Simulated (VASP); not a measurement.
# KCl (Fm-3m) in VASP: further runs

Aim: see how the results for KCl move with the level of theory and the settings. Levels: PBEsol, PBE-based screened hybrid. Tasks: single point.

Everything below comes from runs of VASP 6.6.1. Logs are shortened: lines on timing, memory, paths and dates and some standing lists are left out, and cuts for length are marked.

## (1) The cell of the first run

Symmetry: Fm-3m, No. 225, cubic system. Conventional cell: a = 6.290 Å, b = 6.290 Å, c = 6.290 Å, α = 90.00°, β = 90.00°, γ = 90.00°. K (site symmetry m-3m) has 6 Cl at 3.14 Å within 4.1 Å. Cl (site symmetry m-3m) has 6 K at 3.14 Å within 4.1 Å.

## (2) Single point, PBEsol

Contents of INCAR:

```
SYSTEM = KCl
PREC = Accurate
ENCUT = 520
EDIFF = 1E-6
ISMEAR = 0
SIGMA = 0.01
LREAL = .False.
LASPH = .True.
NELM = 100
ALGO = Normal
ISIF = 2
LWAVE = .False.
LCHARG = .True.
GGA = PS
LELF = .True.
LVHAR = .True.
NBANDS = 15
```

Contents of KPOINTS:

```
Automatic mesh
0
Gamma
  6 6 6
  0 0 0
```

Contents of POSCAR:

```
KCl
1.0
    0.0000000000      3.1448483221      3.1448483221
    3.1448483221      0.0000000000      3.1448483221
    3.1448483221      3.1448483221      0.0000000000
K Cl
1 1
Direct
    0.0000000000      0.0000000000      0.0000000000
    0.5000000000      0.5000000000      0.5000000000
```

Potentials or basis: VASP PAW PBE potentials, release 64 (K_sv, Cl).

Command:

```
$ cat potpaw_PBE.64/K_sv/POTCAR potpaw_PBE.64/Cl/POTCAR > POTCAR
$ mpirun -np 1 vasp_std > vasp.out
```

OUTCAR:

```text
SYSTEM = KCl
   PREC = Accurate
   ENCUT = 520
   EDIFF = 1E-6
   ISMEAR = 0
   LREAL = .False.
   LASPH = .True.
   NELM = 100
   ISIF = 2
   GGA = PS

 ion  position               nearest neighbor table
   1  0.000  0.000  0.000-   2 3.14   2 3.14   2 3.14   2 3.14   2 3.14   2 3.14
   2  0.500  0.500  0.500-   1 3.14   1 3.14   1 3.14   1 3.14   1 3.14   1 3.14

  LATTYP: Found a face centered cubic cell.
 ALAT       =     6.2896966442

  Lattice vectors:

 A1 = (   0.0000000000,   3.1448483221,   3.1448483221)
 A2 = (   3.1448483221,   0.0000000000,   3.1448483221)
 A3 = (   3.1448483221,   3.1448483221,   0.0000000000)

Analysis of symmetry for initial positions (statically):
=====================================================================
 Subroutine PRICEL returns:
 Original cell was already a primitive cell.

 Routine SETGRP: Setting up the symmetry group for a
 face centered cubic supercell.

 Subroutine GETGRP returns: Found 48 space group operations
 (whereof 48 operations were pure point group operations)
 out of a pool of 48 trial point group operations.

The static configuration has the point symmetry O_h .

Analysis of symmetry for dynamics (positions and initial velocities):
=====================================================================
 Subroutine PRICEL returns:
 Original cell was already a primitive cell.

 Routine SETGRP: Setting up the symmetry group for a
 face centered cubic supercell.

 Subroutine GETGRP returns: Found 48 space group operations
 (whereof 48 operations were pure point group operations)
 out of a pool of 48 trial point group operations.

The dynamic configuration has the point symmetry O_h .

 Subroutine INISYM returns: Found 48 space group operations
 (whereof 48 operations are pure point group operations),
 and found     1 'primitive' translations

----------------------------------------------------------------------------------------

                                     Primitive cell

  volume of cell :      62.2055

  direct lattice vectors                    reciprocal lattice vectors
     0.000000000  3.144848322  3.144848322    -0.158990180  0.158990180  0.158990180
     3.144848322  0.000000000  3.144848322     0.158990180 -0.158990180  0.158990180
     3.144848322  3.144848322  0.000000000     0.158990180  0.158990180 -0.158990180

  length of vectors
     4.447487149  4.447487149  4.447487149     0.275379069  0.275379069  0.275379069

  position of ions in fractional coordinates (direct lattice)
     0.000000000  0.000000000  0.000000000
     0.500000000  0.500000000  0.500000000

  ion indices of the primitive-cell ions
   primitive index   ion index
                 1           1
                 2           2

----------------------------------------------------------------------------------------

 KPOINTS: Automatic mesh

Automatic generation of k-mesh.
 Grid dimensions read from file:
 generate k-points for:    6    6    6

 Generating k-lattice:

  Cartesian coordinates                     Fractional coordinates (reciprocal lattice)
    -0.026498363  0.026498363  0.026498363     0.166666667  0.000000000  0.000000000
     0.026498363 -0.026498363  0.026498363     0.000000000  0.166666667  0.000000000
     0.026498363  0.026498363 -0.026498363     0.000000000  0.000000000  0.166666667

  Length of vectors
     0.045896512  0.045896512  0.045896512

  Shift w.r.t. Gamma in fractional coordinates (k-lattice)
     0.000000000  0.000000000  0.000000000

 Subroutine IBZKPT returns following result:
 ===========================================

 Found     16 irreducible k-points:

 Following reciprocal coordinates:
            Coordinates               Weight
  0.000000  0.000000  0.000000      1.000000
  0.166667  0.000000  0.000000      8.000000
  0.333333  0.000000  0.000000      8.000000
  0.500000  0.000000  0.000000      4.000000
  0.166667  0.166667  0.000000      6.000000
  0.333333  0.166667  0.000000     24.000000
[... 8 lines left out ...]
 -0.333333  0.333333  0.166667     24.000000
 -0.333333  0.500000  0.166667     12.000000
   k-points           NKPTS =     16   k-points in BZ     NKDIM =     16   number of bands    NBANDS=     15
   number of dos      NEDOS =    301   number of ions     NIONS =      2
   total plane-waves  NPLWV =  46656
   dimension x,y,z NGX =    36 NGY =   36 NGZ =   36
   dimension x,y,z NGXF=    72 NGYF=   72 NGZF=   72
   ions per type =               1   1
   NGX,Y,Z   is equivalent  to a cutoff of  13.46, 13.46, 13.46 a.u.
   NGXF,Y,Z  is equivalent  to a cutoff of  26.91, 26.91, 26.91 a.u.
 SYSTEM =  KCl
   PREC   = accura    normal or accurate (medium, high low for compatibility)
   ISTART =      0    job   : 0-new  1-cont  2-samecut
   ICHARG =      2    charge: 1-file 2-atom 10-const
   ISPIN  =      1    spin polarized calculation?
   LNONCOLLINEAR =      F non collinear calculations
   LSORBIT =      F    spin-orbit coupling
   LASPH  =      T    aspherical Exc in radial PAW
   ENCUT  =  520.0 eV  38.22 Ry    6.18 a.u.   8.27  8.27  8.27*2*pi/ulx,y,z
   NELM   =    100;   NELMIN=  2; NELMDL= -5     # of ELM steps
   EDIFF  = 0.1E-05   stopping-criterion for ELM
   LREAL  =      F    real-space projection
   EDIFFG = 0.1E-04   stopping-criterion for IOM
   NSW    =      0    number of steps for IOM
   IBRION =     -1    ionic relax: 0-MD 1-quasi-New 2-CG
   NFREE  =      0    steps in history (QN), initial steepest desc. (CG)
   ISIF   =      2    stress and relaxation
   ISYM   =      2    0-nonsym 1-usesym 2-fastsym
   POTIM  = 0.5000    time-step for ionic-motion
   TEBEG  =    0.0;   TEEND  =   0.0 temperature during run
   PSTRESS=    0.0 pullay stress
   NELECT =      16.0000    total number of electrons
   NUPDOWN=      -1.0000    fix difference up-down
   EMIN   =  10.00;   EMAX   =-10.00  energy-range for DOS
   EFERMI =   0.00;   METHOD = LEGACY
   ISMEAR =     0;   SIGMA  =   0.01  broadening in eV -4-tet -1-fermi 0-gaus
   EFERMI_NEDOS =   21; number of points for ismear=-14 and -15
   IALGO  =     38    algorithm
   IMIX   =      4    mixing-type and parameters
     AMIX     =   0.40;   BMIX     =  1.00
     AMIX_MAG =   1.60;   BMIX_MAG =  1.00
  volume/ion in A,a.u.               =      31.10       209.89
  Fermi-wavevector in a.u.,A,eV,Ry     =   1.041130  1.967451 14.748069  1.083952
  Thomas-Fermi vector in A             =   2.175737
   LORBIT       =      0    0 simple, 1 ext, 2 COOP (PROOUT), +10 PAW based schemes
   GGA     = PS    functional components
   LHFCALC =     F    Hartree Fock is set to
   AEXX    =    0.0000 exact exchange contribution
   IVDW    =     0    specifies the selected vdW correction
   LEPSILON=     F    determine dielectric tensor
   LRPA    =     F    only Hartree local field effects (RPA)
 non-spin polarized calculation
 Gauss-broadening in eV      SIGMA  =   0.01
  energy-cutoff  :      520.00
  volume of cell :       62.21
 maximum number of plane-waves:      1694
 NGX is ok and might be reduce to    36
   NGX = 17   NGY = 17   NGZ = 17

 number of electron      16.0000001 magnetization

 Free energy of the ion-electron system (eV)
  ---------------------------------------------------
  ext. energy  EPLUGINS =         0.00000000
  ---------------------------------------------------
  free energy    TOTEN  =        -7.02222989 eV

  energy without entropy =       -7.02222989  energy(sigma->0) =       -7.02222989

 E-fermi :  -1.8517     XC(G=0):  -7.7268

 val. band max:       -1.8996516430   @ k =   0.0000   0.0000   0.0000
 cond. band min:       3.1277490296   @ k =   0.0000   0.0000   0.0000
 fundamental gap:      5.0274006725
 Fermi energy:        -1.8517457349

 k-point     1 :       0.0000    0.0000    0.0000
  band No.  band energies     occupation
      1     -28.9404      2.00000
      2     -13.9925      2.00000
      3     -12.4668      2.00000
      4     -12.4668      2.00000
      5     -12.4668      2.00000
      6      -1.8997      2.00000
      7      -1.8997      2.00000
      8      -1.8997      2.00000
      9       3.1277      0.00000
     10       6.3958      0.00000
     11       6.3958      0.00000
     12       6.3958      0.00000
     13       7.2823      0.00000
     14       7.2823      0.00000
     15      10.8542      0.00000

 k-point     2 :       0.1667    0.0000    0.0000
  band No.  band energies     occupation
      1     -28.9376      2.00000
      2     -14.0430      2.00000
      3     -12.4693      2.00000
      4     -12.4693      2.00000
      5     -12.4028      2.00000
      6      -2.2263      2.00000
      7      -1.9881      2.00000
      8      -1.9881      2.00000
      9       3.7718      0.00000
     10       6.2064      0.00000
     11       6.7439      0.00000
     12       6.7439      0.00000
     13       7.6587      0.00000
     14       7.6587      0.00000
     15      11.8170      0.00000

 k-point     3 :       0.3333    0.0000    0.0000
  band No.  band energies     occupation
      1     -28.9320      2.00000
      2     -14.1338      2.00000
      3     -12.4741      2.00000
      4     -12.4741      2.00000
      5     -12.2839      2.00000
      6      -2.7591      2.00000
      7      -2.1553      2.00000
      8      -2.1553      2.00000
      9       5.0012      0.00000
     10       6.2571      0.00000
     11       7.6898      0.00000
     12       7.6898      0.00000
     13       8.6091      0.00000
     14       8.6091      0.00000
     15      10.9025      0.00000
[... 199 lines left out ...]
 k-point    15 :      -0.3333    0.3333    0.1667
  band No.  band energies     occupation
      1     -28.9267      2.00000
      2     -14.0378      2.00000
      3     -12.5472      2.00000
      4     -12.5282      2.00000
      5     -12.3541      2.00000
      6      -2.6345      2.00000
      7      -2.3511      2.00000
      8      -2.2644      2.00000
      9       5.9220      0.00000
     10       6.1744      0.00000
     11       7.7615      0.00000
     12       8.0361      0.00000
     13       9.2723      0.00000
     14       9.8434      0.00000
     15       9.9425      0.00000

 k-point    16 :      -0.3333    0.5000    0.1667
  band No.  band energies     occupation
      1     -28.9259      2.00000
      2     -13.9624      2.00000
      3     -12.5930      2.00000
      4     -12.5477      2.00000
      5     -12.4138      2.00000
      6      -2.4885      2.00000
      7      -2.3352      2.00000
      8      -2.2686      2.00000
      9       5.2304      0.00000
     10       6.9028      0.00000
     11       7.0774      0.00000
     12       8.2005      0.00000
     13       9.0025      0.00000
     14       9.8111      0.00000
     15      10.3454      0.00000

------------------------ aborting loop because EDIFF is reached ----------------------------------------

  FORCE on cell =-STRESS in cart. coord.  units (eV):
  Direction    XX          YY          ZZ          XY          YZ          ZX
  --------------------------------------------------------------------------------------
  -------------------------------------------------------------------------------------
  Total       -0.1351465     -0.1351465     -0.1351465     -0.0000000      0.0000000      0.0000000
  in kB       -3.4808581     -3.4808581     -3.4808581     -0.0000000      0.0000000      0.0000000
  external PRESSURE =      -3.4808581 kB  Pullay stress =       0.0000000 kB

 VOLUME and BASIS-vectors are now :
 -----------------------------------------------------------------------------
  energy-cutoff  :      520.00
  volume of cell :       62.21
      direct lattice vectors                 reciprocal lattice vectors
     0.000000000  3.144848322  3.144848322    -0.158990180  0.158990180  0.158990180
     3.144848322  0.000000000  3.144848322     0.158990180 -0.158990180  0.158990180
     3.144848322  3.144848322  0.000000000     0.158990180  0.158990180 -0.158990180

 POSITION                                       TOTAL-FORCE (eV/Angst)
 -----------------------------------------------------------------------------------
      0.00000      0.00000      0.00000         0.000000      0.000000      0.000000
      3.14485      3.14485      3.14485        -0.000000     -0.000000     -0.000000
 -----------------------------------------------------------------------------------
    total drift:                                0.000000      0.000000      0.000000

  FREE ENERGIE OF THE ION-ELECTRON SYSTEM (eV)
  ---------------------------------------------------
  free  energy   TOTEN  =        -7.0222298878 eV

  energy  without entropy=       -7.0222298878  energy(sigma->0) =       -7.02222989
```

Wall time 19 s (1 thread of Intel Xeon Platinum 8488C (Sapphire Rapids), shared host); peak memory 0.2 GiB.

What came out:

| Quantity | Value |
| --- | --- |
| Free energy | -7.0222 eV |
| Pressure | -0.3 GPa |
| Band gap on the k mesh | 5.03 eV, direct |

Caveat: the PAW data sets were made with another functional, which shifts forces and pressure a little.

## (3) Single point, PBE-based screened hybrid

POSCAR is that of step 2.

Contents of INCAR.step1:

```
SYSTEM = KCl
PREC = Accurate
ENCUT = 520
EDIFF = 1E-5
ISMEAR = 0
SIGMA = 0.01
LREAL = .False.
LASPH = .True.
NELM = 60
ALGO = Normal
ISIF = 2
LWAVE = .True.
NBANDS = 15
GGA = PE
```

Contents of INCAR.step2:

```
SYSTEM = KCl
PREC = Accurate
ENCUT = 520
EDIFF = 1E-7
ISMEAR = 0
SIGMA = 0.01
LREAL = .False.
LASPH = .True.
NELM = 60
ALGO = Normal
ISIF = 2
LWAVE = .False.
LCHARG = .True.
GGA = PE
LHFCALC = .True.
AEXX = 0.4
HFSCREEN = 0.1
PRECFOCK = Normal
LELF = .True.
LVHAR = .True.
NBANDS = 15
ISTART = 1
```

Contents of KPOINTS:

```
regular mesh
0
Gamma
  4 4 4
  0 0 0
```

Potentials or basis: VASP PAW PBE potentials, release 64 (K_sv, Cl).

Command:

```
$ cat potpaw_PBE.64/K_sv/POTCAR potpaw_PBE.64/Cl/POTCAR > POTCAR
$ cp INCAR.step1 INCAR
$ mpirun -np 1 vasp_std > vasp.out
$ cp INCAR.step2 INCAR
$ mpirun -np 1 vasp_std > vasp.out
```

It took 7.8 min on 1 thread of Intel Xeon Platinum 8488C (Sapphire Rapids), shared host; peak memory 0.31 GiB.

It converged, with:

| Property | Result |
| --- | --- |
| Free energy | -8.9239 eV |
| Pressure | 0.3 GPa |
| Band gap on the k mesh | 7.89 eV, direct |

Levels at points of the mesh, in eV from the valence-band top:
| k point | band 5 | band 6 | band 7 | band 8 | band 9 | band 10 | band 11 | band 12 |
| --- | --- | --- | --- | --- | --- | --- | --- | --- |
| (0.00, 0.00, 0.00) | -11.80 | 0.00 | 0.00 | 0.00 | 7.89 | 11.46 | 11.46 | 11.46 |
| (0.50, 0.00, 0.00) | -11.58 | -1.15 | -0.35 | -0.35 | 10.29 | 11.61 | 14.02 | 14.02 |
| (0.50, 0.50, 0.00) | -11.86 | -0.74 | -0.26 | -0.26 | 9.31 | 11.33 | 12.95 | 13.74 |

Caveat: the k points lie up to 0.43 Å⁻¹ apart; the PAW data sets were made with another functional, which shifts forces and pressure a little.
